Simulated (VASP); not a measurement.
# Mg7Se in VASP: further runs

Runs on Mg7Se. Level: PBE. Tasks: single point.

Program: VASP 6.6.1. These are calculated values, not measurements. Logs are shortened: lines on timing, memory, paths and dates and some standing lists are left out, and cuts for length are marked.

## 1. The cell of the first run

It takes space group P4mm (No. 99, tetragonal). The conventional cell has a = 6.380 Å, b = 6.380 Å, c = 4.630 Å, α = 90.00°, β = 90.00°, γ = 90.00°. Mg (site symmetry m) has 1 Se at 2.74 Å and 10 Mg at 3.04 to 3.34 Å within 3.6 Å. Mg (site symmetry 2mm) has 10 Mg at 3.19 to 3.24 Å and 2 Se at 3.32 Å within 4.2 Å. Within 4.1 Å of Mg (site symmetry 4mm) lie 12 Mg at 3.13 to 3.19 Å. Se (site symmetry 4mm) has 8 Mg at 2.74 to 3.32 Å within 3.6 Å.

## 2. Single point, PBE

INCAR

```
SYSTEM = Mg7Se
PREC = Accurate
ENCUT = 520
EDIFF = 1E-6
ISMEAR = 0
SIGMA = 0.2
LREAL = .FALSE.
LASPH = .TRUE.
NELM = 80
ALGO = Normal
ISIF = 2
LWAVE = .FALSE.
LCHARG = .TRUE.
GGA = PE
LELF = .TRUE.
LVHAR = .TRUE.
NBANDS = 20
```

KPOINTS

```
Automatic mesh
0
G
  6 4 4
  0 0 0
```

POSCAR

```
Mg7Se
1.0
    0.0000000000      0.0000000000      4.6298744636
    6.3800719552      0.0000000000      0.0000000000
    0.0000000000      6.3800719552      0.0000000000
Mg Se
7 1
Direct
    0.0850101634      0.2620420306      0.2620420306
    0.0850101634      0.7379579694      0.7379579694
    0.0850101634      0.7379579694      0.2620420306
    0.0850101634      0.2620420306      0.7379579694
    0.5878912488      0.5000000000      1.0000000000
    0.5878912488      1.0000000000      0.5000000000
    0.5922981063      0.5000000000      0.5000000000
    0.7863979922      1.0000000000      1.0000000000
```

Potentials or basis: VASP PAW PBE potentials, release 64 (Mg, Se).

On the command line:

```console
$ cat potpaw_PBE.64/Mg/POTCAR potpaw_PBE.64/Se/POTCAR > POTCAR
$ mpirun -np 1 vasp_std > vasp.out
```

OUTCAR:

```text
SYSTEM = Mg7Se
   PREC = Accurate
   ENCUT = 520
   EDIFF = 1E-6
   ISMEAR = 0
   LREAL = .FALSE.
   LASPH = .TRUE.
   NELM = 80
   ISIF = 2
   GGA = PE

 ion  position               nearest neighbor table
   1  0.085  0.262  0.262-   8 2.74   4 3.04   3 3.04   7 3.13   7 3.18   5 3.22   6 3.22   6 3.24
                             5 3.24   4 3.34   3 3.34
   2  0.085  0.738  0.738-   8 2.74   4 3.04   3 3.04   7 3.13   7 3.18   5 3.22   6 3.22   6 3.24
                             5 3.24   4 3.34   3 3.34
   3  0.085  0.738  0.262-   8 2.74   2 3.04   1 3.04   7 3.13   7 3.18   5 3.22   6 3.22   6 3.24
                             5 3.24   1 3.34   2 3.34
   4  0.085  0.262  0.738-   8 2.74   2 3.04   1 3.04   7 3.13   7 3.18   5 3.22   6 3.22   6 3.24
                             5 3.24   1 3.34   2 3.34
   5  0.588  0.500  0.000-   7 3.19   7 3.19   3 3.22   4 3.22   1 3.22   2 3.22   1 3.24   2 3.24
                             3 3.24   4 3.24
   6  0.588  0.000  0.500-   7 3.19   7 3.19   3 3.22   4 3.22   1 3.22   2 3.22   1 3.24   2 3.24
                             3 3.24   4 3.24
   7  0.592  0.500  0.500-   1 3.13   2 3.13   3 3.13   4 3.13   1 3.18   2 3.18   3 3.18   4 3.18
                             5 3.19   6 3.19   5 3.19   6 3.19
   8  0.786  0.000  0.000-   1 2.74   2 2.74   3 2.74   4 2.74

  LATTYP: Found a simple tetragonal cell.
 ALAT       =     6.3800719552
 C/A-ratio  =     0.7256774682

  Lattice vectors:

 A1 = (   6.3800719552,   0.0000000000,   0.0000000000)
 A2 = (   0.0000000000,   6.3800719552,   0.0000000000)
 A3 = (   0.0000000000,   0.0000000000,   4.6298744636)

Analysis of symmetry for initial positions (statically):
=====================================================================
 Subroutine PRICEL returns:
 Original cell was already a primitive cell.

 Routine SETGRP: Setting up the symmetry group for a
 simple tetragonal supercell.

 Subroutine GETGRP returns: Found  8 space group operations
 (whereof  8 operations were pure point group operations)
 out of a pool of 16 trial point group operations.

The static configuration has the point symmetry C_4v.

Analysis of symmetry for dynamics (positions and initial velocities):
=====================================================================
 Subroutine PRICEL returns:
 Original cell was already a primitive cell.

 Routine SETGRP: Setting up the symmetry group for a
 simple tetragonal supercell.

 Subroutine GETGRP returns: Found  8 space group operations
 (whereof  8 operations were pure point group operations)
 out of a pool of 16 trial point group operations.

[... 119 lines left out ...]
   POTIM  = 0.5000    time-step for ionic-motion
   TEBEG  =    0.0;   TEEND  =   0.0 temperature during run
   PSTRESS=    0.0 pullay stress
   NELECT =      20.0000    total number of electrons
   NUPDOWN=      -1.0000    fix difference up-down
   EMIN   =  10.00;   EMAX   =-10.00  energy-range for DOS
   EFERMI =   0.00;   METHOD = LEGACY
   ISMEAR =     0;   SIGMA  =   0.20  broadening in eV -4-tet -1-fermi 0-gaus
   EFERMI_NEDOS =   21; number of points for ismear=-14 and -15
   IALGO  =     38    algorithm
   IMIX   =      4    mixing-type and parameters
     AMIX     =   0.40;   BMIX     =  1.00
     AMIX_MAG =   1.60;   BMIX_MAG =  1.00
  volume/ion in A,a.u.               =      23.56       158.97
  Fermi-wavevector in a.u.,A,eV,Ry     =   0.775077  1.464683  8.173618  0.600744
  Thomas-Fermi vector in A             =   1.877268
   LORBIT       =      0    0 simple, 1 ext, 2 COOP (PROOUT), +10 PAW based schemes
   GGA     = PE    functional components
   LHFCALC =     F    Hartree Fock is set to
   AEXX    =    0.0000 exact exchange contribution
   IVDW    =     0    specifies the selected vdW correction
   LEPSILON=     F    determine dielectric tensor
   LRPA    =     F    only Hartree local field effects (RPA)
 non-spin polarized calculation
 Gauss-broadening in eV      SIGMA  =   0.20
  energy-cutoff  :      520.00
  volume of cell :      188.46
 maximum number of plane-waves:      5109
 NGX is ok and might be reduce to    36
   NGX = 17   NGY = 23   NGZ = 23

 number of electron      19.9999998 magnetization

 Free energy of the ion-electron system (eV)
  ---------------------------------------------------
  ext. energy  EPLUGINS =         0.00000000
  ---------------------------------------------------
  free energy    TOTEN  =       -15.10699737 eV

  energy without entropy =      -15.03589989  energy(sigma->0) =      -15.07144863

 E-fermi :   2.9088     XC(G=0):  -8.5248

 val. band max:        2.8695258749   @ k =   0.3333   0.5000   0.5000
 cond. band min:       2.9617635983   @ k =   0.1667   0.5000   0.5000
 fundamental gap:      0.0922377233
 Fermi energy:         2.9088267562

 k-point     1 :       0.0000    0.0000    0.0000
  band No.  band energies     occupation
      1     -10.6571      2.00000
      2      -3.2715      2.00000
      3      -1.9321      2.00000
      4      -1.9321      2.00000
      5      -0.4131      2.00000
      6      -0.2727      2.00000
[... 541 lines left out ...]
     19       6.5528      0.00000
     20       6.9129      0.00000

------------------------ aborting loop because EDIFF is reached ----------------------------------------

  FORCE on cell =-STRESS in cart. coord.  units (eV):
  Direction    XX          YY          ZZ          XY          YZ          ZX
  --------------------------------------------------------------------------------------
  -------------------------------------------------------------------------------------
  Total       -0.0080823     -0.0080823     -0.4108635      0.0000000      0.0000000      0.0000000
  in kB       -0.0687105     -0.0687105     -3.4929127      0.0000000      0.0000000      0.0000000
  external PRESSURE =      -1.2101112 kB  Pullay stress =       0.0000000 kB

 VOLUME and BASIS-vectors are now :
 -----------------------------------------------------------------------------
  energy-cutoff  :      520.00
  volume of cell :      188.46
      direct lattice vectors                 reciprocal lattice vectors
     0.000000000  0.000000000  4.629874464     0.000000000  0.000000000  0.215988578
     6.380071955  0.000000000  0.000000000     0.156738044  0.000000000  0.000000000
     0.000000000  6.380071955  0.000000000     0.000000000  0.156738044  0.000000000

 POSITION                                       TOTAL-FORCE (eV/Angst)
 -----------------------------------------------------------------------------------
      1.67185      1.67185      0.39359        -0.018773     -0.018773      0.004697
      4.70822      4.70822      0.39359         0.018773      0.018773      0.004697
      4.70822      1.67185      0.39359         0.018773     -0.018773      0.004697
      1.67185      4.70822      0.39359        -0.018773      0.018773      0.004697
      3.19004      0.00000      2.72186         0.000000     -0.000000     -0.013668
      0.00000      3.19004      2.72186         0.000000      0.000000     -0.013668
      3.19004      3.19004      2.74227         0.000000      0.000000      0.008141
      0.00000      0.00000      3.64092         0.000000      0.000000      0.000406
 -----------------------------------------------------------------------------------
    total drift:                                0.000000      0.000000     -0.000457

  FREE ENERGIE OF THE ION-ELECTRON SYSTEM (eV)
  ---------------------------------------------------
  free  energy   TOTEN  =       -15.1069973676 eV

  energy  without entropy=      -15.0358998856  energy(sigma->0) =      -15.07144863
```

OSZICAR:

```text
N       E                     dE             d eps       ncg     rms          rms(c)
DAV:   1     0.326614465655E+02    0.32661E+02   -0.62487E+03   960   0.746E+02
DAV:   2    -0.114401557451E+02   -0.44102E+02   -0.41821E+02  1212   0.956E+01
DAV:   3    -0.154156701593E+02   -0.39755E+01   -0.39291E+01  1196   0.257E+01
DAV:   4    -0.154691703328E+02   -0.53500E-01   -0.53467E-01  1148   0.354E+00
DAV:   5    -0.154696176218E+02   -0.44729E-03   -0.44728E-03  1168   0.362E-01    0.411E+00
DAV:   6    -0.151699765155E+02    0.29964E+00   -0.34502E-01  1176   0.242E+00    0.248E+00
DAV:   7    -0.151162911845E+02    0.53685E-01   -0.25822E-01  1084   0.183E+00    0.873E-01
DAV:   8    -0.151076682404E+02    0.86229E-02   -0.21911E-02  1168   0.718E-01    0.193E-01
DAV:   9    -0.151070415017E+02    0.62674E-03   -0.51297E-03  1136   0.385E-01    0.654E-02
DAV:  10    -0.151069996745E+02    0.41827E-04   -0.57020E-04  1144   0.117E-01    0.346E-02
DAV:  11    -0.151069991896E+02    0.48489E-06   -0.45037E-05  1100   0.295E-02    0.119E-02
DAV:  12    -0.151069973252E+02    0.18645E-05   -0.54916E-06  1148   0.120E-02    0.216E-03
DAV:  13    -0.151069973676E+02   -0.42403E-07   -0.19117E-06   912   0.545E-03
   1 F= -.15106997E+02 E0= -.15071449E+02  d E =-.710975E-01
```

Wall time 45 s (1 thread of Intel Xeon 6975P-C (Granite Rapids), shared host); peak memory 0.31 GiB.

Results:

| Item | Value |
| --- | --- |
| Free energy | -15.1070 eV |
| Pressure | -0.1 GPa |
| Largest force | 0.027 eV/Å |
| Band gap on the k mesh | zero (bands 10 and 11 overlap by 1.98 eV) |

Forces on the atoms (eV/Å):
```
Mg  -0.019 -0.019  0.005
Mg   0.019  0.019  0.005
Mg   0.019 -0.019  0.005
Mg  -0.019  0.019  0.005
Mg   0.000  0.000 -0.014
Mg   0.000  0.000 -0.014
Mg   0.000  0.000  0.008
Se   0.000  0.000  0.000
```

## 3. Single point, PBE

INCAR

```
PREC     = Accurate       # precision mode
ENCUT    = 520            # plane-wave cutoff, eV
EDIFF    = 1E-6           # SCF threshold, eV
ISMEAR   = 0              # smearing method
SIGMA    = 0.1            # smearing width, eV
LREAL    = False          # projectors in reciprocal space
LASPH    = True           # aspherical terms in the spheres
NELM     = 80             # most SCF steps
ALGO     = Normal         # electronic algorithm
ISIF     = 2              # what is computed and relaxed
LWAVE    = False          # write WAVECAR
LCHARG   = False          # write CHGCAR
GGA      = PE             # functional
NBANDS   = 20             # bands
```

KPOINTS

```
regular mesh
0
Gamma
  6 6 8
```

POSCAR

```
Mg7Se
1.0
    6.3800719552      0.0000000000      0.0000000000
    0.0000000000      6.3800719552      0.0000000000
    0.0000000000      0.0000000000      4.6298744636
Mg Se
7 1
Direct
    0.2620420306      0.2620420306      0.0850101634
    0.7379579694      0.7379579694      0.0850101634
    0.7379579694      0.2620420306      0.0850101634
    0.2620420306      0.7379579694      0.0850101634
    0.5000000000      0.0000000000      0.5878912488
    0.0000000000      0.5000000000      0.5878912488
    0.5000000000      0.5000000000      0.5922981063
    0.0000000000      0.0000000000      0.7863979922
```

Potentials or basis: VASP PAW PBE potentials, release 64 (Mg, Se).

On the command line:

```console
$ cat potpaw_PBE.64/Mg/POTCAR potpaw_PBE.64/Se/POTCAR > POTCAR
$ mpirun -np 1 vasp_std > vasp.out
```

Wall time 72 s (1 thread of Intel Xeon 6975P-C (Granite Rapids), shared host); peak memory 0.37 GiB.

The run converged. Its results:

| Quantity | Value |
| --- | --- |
| Free energy | -15.0925 eV |
| Pressure | -0.1 GPa |
| Largest force | 0.005 eV/Å |
| Band gap on the k mesh | zero (bands 10 and 11 overlap by 1.97 eV) |

Forces on the atoms (eV/Å):
```
Mg   0.001  0.001 -0.002
Mg  -0.001 -0.001 -0.002
Mg  -0.001  0.001 -0.002
Mg   0.001 -0.001 -0.002
Mg   0.000  0.000  0.000
Mg   0.000  0.000  0.000
Mg   0.000  0.000  0.002
Se   0.000  0.000  0.005
```

Levels at points of the mesh, in eV from the Fermi level:
```
           k point  band 7  band 8  band 9  band 10  band 11  band 12  band 13  band 14
(0.00, 0.00, 0.00)   -1.72   -1.72   -1.35    -0.17     0.77     1.39     2.09     2.09
(0.50, 0.00, 0.00)   -2.49   -1.37   -0.31     0.42     0.92     1.27     1.37     2.24
(0.50, 0.50, 0.00)   -2.24   -1.65    0.93     1.30     1.42     1.42     1.51     1.62
(0.00, 0.00, 0.50)   -1.90   -1.37   -1.37    -1.33    -0.18    -0.18     0.46     1.43
(0.50, 0.00, 0.50)   -2.59   -2.11   -0.95    -0.77    -0.68    -0.20     0.47     1.77
(0.50, 0.50, 0.50)   -3.24   -3.24   -0.90    -0.90     0.72     1.37     2.67     2.79
```

(Part 1 of 2 ends here.)
